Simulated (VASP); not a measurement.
Crystal: BP.

```
CELL_PARAMETERS angstrom
0.00000 2.26832 2.22295
2.26832 0.00000 2.22295
2.26832 2.26832 0.00000
ATOMIC_POSITIONS crystal
B 0.00000 0.00000 0.00000
P 0.25000 0.25000 0.25000
```

This cell differs from its parent crystal: uniaxial z strain -2.0%.

Base run:

* Program: VASP 6.6.1
* Functional: PBE
* Potentials or basis: VASP PAW PBE potentials, release 64 (B, P)
* Cutoff: 520 eV
* k mesh: 10 × 10 × 10
* Occupations: fermi-dirac, width 0.02 eV
* Spin: no spin polarisation

Its results: band gap on the k mesh 0.91 eV, indirect (least direct gap 3.23 eV); pressure 4.5 GPa.

Problem. The run is repeated on the same cell with these changes: functional from PBE to r2SCAN; occupations from fermi-dirac, width 0.02 eV to gaussian, width 0.01 eV. What comes out?

Solution. Band gap on the k mesh 1.10 eV, indirect (least direct gap 3.45 eV); pressure 3.0 GPa.

Caveats: the PAW data sets were made with another functional, which shifts forces and pressure a little (some runs).

A k mesh can miss the band edges.
